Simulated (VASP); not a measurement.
# Ta2AlF3 (P-62m) in VASP: single point with PBE

Aim: the single point of Ta2AlF3 with PBE.

All numbers are computed with VASP 6.6.1; they aren't measurements. Logs are shortened: lines on timing, memory, paths and dates and some standing lists are left out, and cuts for length are marked.

## 1. The cell of the first run

Symmetry: P-62m, No. 189, hexagonal system. The conventional cell has a = 6.457 Å, b = 6.457 Å, c = 2.596 Å, α = 90.00°, β = 90.00°, γ = 120.00°. Ta (site symmetry -6) has 3 F at 2.12 Å and 2 Ta at 2.60 Å within 2.8 Å. Al (site symmetry -62m) has 3 F at 2.21 Å and 2 Al at 2.60 Å within 2.9 Å. Within 2.8 Å of F (site symmetry m2m) lie 2 Ta at 2.12 Å and 1 Al at 2.21 Å and 2 F at 2.60 Å.

## 2. Single point, PBE

Contents of POSCAR:

```
Ta2AlF3
1.0
    6.4565348240      0.0000000000      0.0000000000
   -3.2282674120      5.5915231779      0.0000000000
    0.0000000000      0.0000000000      2.5963865226
Ta Al F
2 1 3
Direct
    0.3333333333      0.6666666667      0.5000000000
    0.6666666667      0.3333333333      0.5000000000
    0.0000000000      0.0000000000      0.5000000000
    0.3421909661      0.0000000000      0.5000000000
    0.0000000000      0.3421909661      0.5000000000
    0.6578090339      0.6578090339      0.5000000000
```

Contents of INCAR.step1:

```
PREC = Accurate
ENCUT = 520
EDIFF = 1E-6
ISMEAR = 0
SIGMA = 0.1
LREAL = F
LASPH = T
NELM = 60
ALGO = Normal
ISIF = 2
LWAVE = F
LCHARG = T
LMAXMIX = 4
GGA = PE
NBANDS = 32
```

Contents of KPOINTS.step1:

```
regular mesh
0
Gamma
  6 6 14
```

Contents of INCAR.step2:

```
PREC = Accurate
ENCUT = 520
EDIFF = 1E-6
ISMEAR = -5
SIGMA = 0.1
LREAL = F
LASPH = T
NELM = 60
ALGO = Normal
ISIF = 2
LWAVE = F
LCHARG = F
LMAXMIX = 4
GGA = PE
LORBIT = 11
NBANDS = 32
NEDOS = 2001
ICHARG = 11
```

Contents of KPOINTS.step2:

```
regular mesh
0
Gamma
  9 9 21
```

Potentials or basis: VASP PAW PBE potentials, release 64 (Ta_pv, Al, F).

The run is started by

```sh
> cat potpaw_PBE.64/Ta_pv/POTCAR potpaw_PBE.64/Al/POTCAR potpaw_PBE.64/F/POTCAR > POTCAR
> cp INCAR.step1 INCAR
> cp KPOINTS.step1 KPOINTS
> mpirun -np 1 vasp_std > vasp.out
> cp INCAR.step2 INCAR
> cp KPOINTS.step2 KPOINTS
> mpirun -np 1 vasp_std > vasp.out
```

OUTCAR:

```text
PREC = Accurate
   ENCUT = 520
   EDIFF = 1E-6
   ISMEAR = -5
   LREAL = F
   LASPH = T
   NELM = 60
   ISIF = 2
   GGA = PE
   LORBIT = 11
   ICHARG = 11

 ion  position               nearest neighbor table
   1  0.333  0.667  0.500-   4 2.12   5 2.12   6 2.12
   2  0.667  0.333  0.500-   5 2.12   4 2.12   6 2.12
   3  0.000  0.000  0.500-   5 2.21   6 2.21   4 2.21
   4  0.342  0.000  0.500-   1 2.12   2 2.12   3 2.21
   5  0.000  0.342  0.500-   2 2.12   1 2.12   3 2.21
   6  0.658  0.658  0.500-   2 2.12   1 2.12   3 2.21

  LATTYP: Found a hexagonal cell.
 ALAT       =     6.4565348240
 C/A-ratio  =     0.4021331246

  Lattice vectors:

 A1 = (   6.4565348240,   0.0000000000,   0.0000000000)
 A2 = (  -3.2282674120,   5.5915231779,   0.0000000000)
 A3 = (   0.0000000000,   0.0000000000,   2.5963865226)

Analysis of symmetry for initial positions (statically):
=====================================================================
 Subroutine PRICEL returns:
 Original cell was already a primitive cell.

 Routine SETGRP: Setting up the symmetry group for a
 hexagonal supercell.

 Subroutine GETGRP returns: Found 12 space group operations
 (whereof 12 operations were pure point group operations)
 out of a pool of 24 trial point group operations.

The static configuration has the point symmetry D_3h.

Analysis of symmetry for dynamics (positions and initial velocities):
=====================================================================
 Subroutine PRICEL returns:
 Original cell was already a primitive cell.

 Routine SETGRP: Setting up the symmetry group for a
 hexagonal supercell.

 Subroutine GETGRP returns: Found 12 space group operations
 (whereof 12 operations were pure point group operations)
 out of a pool of 24 trial point group operations.

The dynamic configuration has the point symmetry D_3h.

 Subroutine INISYM returns: Found 12 space group operations
 (whereof 12 operations are pure point group operations),
 and found     1 'primitive' translations

----------------------------------------------------------------------------------------

                                     Primitive cell

  volume of cell :      93.7344

  direct lattice vectors                    reciprocal lattice vectors
     6.456534824  0.000000000  0.000000000     0.154881841  0.089421073  0.000000000
    -3.228267412  5.591523178  0.000000000     0.000000000  0.178842145  0.000000000
     0.000000000  0.000000000  2.596386523     0.000000000  0.000000000  0.385150667

  length of vectors
     6.456534824  6.456534824  2.596386523     0.178842145  0.178842145  0.385150667

  position of ions in fractional coordinates (direct lattice)
     0.333333333  0.666666667  0.500000000
     0.666666667  0.333333333  0.500000000
     0.000000000  0.000000000  0.500000000
     0.342190966  0.000000000  0.500000000
     0.000000000  0.342190966  0.500000000
     0.657809034  0.657809034  0.500000000

  ion indices of the primitive-cell ions
   primitive index   ion index
                 1           1
                 2           2
                 3           3
                 4           4
                 5           5
                 6           6

----------------------------------------------------------------------------------------

 KPOINTS: regular mesh

Automatic generation of k-mesh.
 Grid dimensions read from file:
 generate k-points for:    9    9   21

 Generating k-lattice:

  Cartesian coordinates                     Fractional coordinates (reciprocal lattice)
     0.017209093  0.009935675  0.000000000     0.111111111  0.000000000  0.000000000
     0.000000000  0.019871349  0.000000000     0.000000000  0.111111111  0.000000000
     0.000000000  0.000000000  0.018340508     0.000000000  0.000000000  0.047619048

  Length of vectors
     0.019871349  0.019871349  0.018340508

  Shift w.r.t. Gamma in fractional coordinates (k-lattice)
     0.000000000  0.000000000  0.000000000

 TETIRR: Found   1683 inequivalent tetrahedra from    10206

 Subroutine IBZKPT returns following result:
 ===========================================

 Found    132 irreducible k-points:

 Following reciprocal coordinates:
            Coordinates               Weight
  0.000000  0.000000  0.000000      1.000000
  0.111111  0.000000  0.000000      6.000000
  0.222222 -0.000000  0.000000      6.000000
  0.333333 -0.000000  0.000000      6.000000
  0.444444 -0.000000  0.000000      6.000000
  0.111111  0.111111  0.000000      6.000000
[... 16 lines left out ...]
  0.333333  0.222222  0.047619     24.000000
  0.333333  0.333333  0.047619      4.000000
 [... further k-points ...]
   k-points           NKPTS =    132   k-points in BZ     NKDIM =    132   number of bands    NBANDS=     32
   number of dos      NEDOS =   2001   number of ions     NIONS =      6
   total plane-waves  NPLWV =  46080
   dimension x,y,z NGX =    48 NGY =   48 NGZ =   20
   dimension x,y,z NGXF=    96 NGYF=   96 NGZF=   40
   ions per type =               2   1   3
   NGX,Y,Z   is equivalent  to a cutoff of  12.36, 12.36, 12.81 a.u.
   NGXF,Y,Z  is equivalent  to a cutoff of  24.72, 24.72, 25.61 a.u.
 SYSTEM =  unknown system
   PREC   = accura    normal or accurate (medium, high low for compatibility)
   ISTART =      0    job   : 0-new  1-cont  2-samecut
   ICHARG =     11    charge: 1-file 2-atom 10-const
   ISPIN  =      1    spin polarized calculation?
   LNONCOLLINEAR =      F non collinear calculations
   LSORBIT =      F    spin-orbit coupling
   LASPH  =      T    aspherical Exc in radial PAW
   ENCUT  =  520.0 eV  38.22 Ry    6.18 a.u.  12.00 12.00  4.83*2*pi/ulx,y,z
   NELM   =     60;   NELMIN=  2; NELMDL=  0     # of ELM steps
   EDIFF  = 0.1E-05   stopping-criterion for ELM
   LREAL  =      F    real-space projection
   EDIFFG = 0.1E-04   stopping-criterion for IOM
   NSW    =      0    number of steps for IOM
   IBRION =     -1    ionic relax: 0-MD 1-quasi-New 2-CG
   NFREE  =      0    steps in history (QN), initial steepest desc. (CG)
   ISIF   =      2    stress and relaxation
   ISYM   =      2    0-nonsym 1-usesym 2-fastsym
   POTIM  = 0.5000    time-step for ionic-motion
   TEBEG  =    0.0;   TEEND  =   0.0 temperature during run
   PSTRESS=    0.0 pullay stress
   NELECT =      46.0000    total number of electrons
   NUPDOWN=      -1.0000    fix difference up-down
   EMIN   =  10.00;   EMAX   =-10.00  energy-range for DOS
   EFERMI =   0.00;   METHOD = LEGACY
   ISMEAR =    -5;   SIGMA  =   0.10  broadening in eV -4-tet -1-fermi 0-gaus
   EFERMI_NEDOS =   21; number of points for ismear=-14 and -15
   IALGO  =     38    algorithm
   IMIX   =      4    mixing-type and parameters
     AMIX     =   0.40;   BMIX     =  1.00
     AMIX_MAG =   1.60;   BMIX_MAG =  1.00
  volume/ion in A,a.u.               =      15.62       105.43
  Fermi-wavevector in a.u.,A,eV,Ry     =   1.291302  2.440207 22.687178  1.667461
  Thomas-Fermi vector in A             =   2.423080
   LORBIT       =     11    0 simple, 1 ext, 2 COOP (PROOUT), +10 PAW based schemes
   GGA     = PE    functional components
   LHFCALC =     F    Hartree Fock is set to
   AEXX    =    0.0000 exact exchange contribution
   IVDW    =     0    specifies the selected vdW correction
   LEPSILON=     F    determine dielectric tensor
   LRPA    =     F    only Hartree local field effects (RPA)
 non-spin polarized calculation
 Fermi weights with tetrahedron method with Bloechl corrections
  energy-cutoff  :      520.00
  volume of cell :       93.73
 maximum number of plane-waves:      2554

 number of electron      46.0000035 magnetization

 Free energy of the ion-electron system (eV)
  ---------------------------------------------------
  ext. energy  EPLUGINS =         0.00000000
  ---------------------------------------------------
  free energy    TOTEN  =       -38.02324100 eV

  energy without entropy =      -38.02324100  energy(sigma->0) =      -38.02324100

 E-fermi :   4.7577     XC(G=0): -10.4804

 val. band max:        4.7920912144   @ k =   0.3333   0.2222   0.2381
 cond. band min:       4.7950961450   @ k =   0.3333   0.2222   0.1429
 fundamental gap:      0.0030049306
 Fermi energy:         4.7577445605

 k-point     1 :       0.0000    0.0000    0.0000
  band No.  band energies     occupation
      1     -31.0652      2.00000
      2     -31.0652      2.00000
      3     -30.9346      2.00000
      4     -30.9346      2.00000
      5     -29.3914      2.00000
      6     -29.3865      2.00000
[... 24 lines left out ...]
     31       9.1120      0.00000
     32       9.1121      0.00000

 k-point     2 :       0.1111    0.0000    0.0000
  band No.  band energies     occupation
      1     -31.0659      2.00000
      2     -31.0621      2.00000
      3     -30.9380      2.00000
      4     -30.9339      2.00000
      5     -29.3913      2.00000
      6     -29.3866      2.00000
[... 24 lines left out ...]
     31       9.1012      0.00000
     32       9.1081      0.00000
[... 733 lines left out ...]
     31       8.6578      0.00000
     32       8.7452      0.00000

 k-point    24 :       0.3333    0.3333    0.0476
  band No.  band energies     occupation
      1     -31.0693      2.00000
      2     -30.9963      2.00000
      3     -30.9963      2.00000
      4     -30.9213      2.00000
      5     -29.4317      2.00000
      6     -29.4317      2.00000
[... 24 lines left out ...]
     31       8.6279      0.00000
     32       8.9004      0.00000

 [... further k-points ...]

------------------------ aborting loop because EDIFF is reached ----------------------------------------

  FORCE on cell =-STRESS in cart. coord.  units (eV):
  Direction    XX          YY          ZZ          XY          YZ          ZX
  --------------------------------------------------------------------------------------
  -------------------------------------------------------------------------------------
  Total        0.7877989      0.7877989     -0.2374338      0.0000000     -0.0000000      0.0000000
  in kB       13.4656397     13.4656397     -4.0583940      0.0000000     -0.0000000      0.0000000
  external PRESSURE =       7.6242951 kB  Pullay stress =       0.0000000 kB

 VOLUME and BASIS-vectors are now :
 -----------------------------------------------------------------------------
  energy-cutoff  :      520.00
  volume of cell :       93.73
      direct lattice vectors                 reciprocal lattice vectors
     6.456534824  0.000000000  0.000000000     0.154881841  0.089421073  0.000000000
    -3.228267412  5.591523178  0.000000000     0.000000000  0.178842145  0.000000000
     0.000000000  0.000000000  2.596386523     0.000000000  0.000000000  0.385150667

 POSITION                                       TOTAL-FORCE (eV/Angst)
 -----------------------------------------------------------------------------------
     -0.00000      3.72768      1.29819         0.000000      0.000000      0.000000
      3.22827      1.86384      1.29819         0.000000     -0.000000      0.000000
      0.00000      0.00000      1.29819         0.000000     -0.000000      0.000000
      2.20937      0.00000      1.29819        -0.008472     -0.000000      0.000000
     -1.10468      1.91337      1.29819         0.004236     -0.007337      0.000000
      2.12358      3.67815      1.29819         0.004236      0.007337      0.000000
 -----------------------------------------------------------------------------------
    total drift:                               -0.000000     -0.000001     -0.000000

  FREE ENERGIE OF THE ION-ELECTRON SYSTEM (eV)
  ---------------------------------------------------
  free  energy   TOTEN  =       -38.0232409974 eV

  energy  without entropy=      -38.0232409974  energy(sigma->0) =      -38.02324100

 total charge

# of ion       s       p       d       tot
------------------------------------------
    1        0.320   6.094   2.412   8.826
    2        0.320   6.094   2.412   8.826
    3        0.460   0.263   0.000   0.723
    4        1.744   4.361   0.000   6.105
    5        1.744   4.361   0.000   6.105
    6        1.744   4.361   0.000   6.105
--------------------------------------------------
tot          6.334  25.532   4.824  36.690
```

It took 8.2 min on 1 thread of Intel Xeon 8259CL, shared host; peak memory 0.45 GiB.

Results:

```yaml
Valence_electrons_inside_the_program's_atomic_spheres: Ta 8.83; Al 0.72; F 6.11
```

Levels at points of the mesh, in eV from the Fermi level:
```csv
k point,band 19,band 20,band 21,band 22,band 23,band 24,band 25,band 26,band 27,band 28
"(0.00, 0.00, 0.00)",-5.26,-3.88,-3.65,-1.35,-1.35,0.55,2.06,2.06,3.10,3.10
```

Caveat: spin-orbit coupling is left out, which moves the levels of the heavy elements.
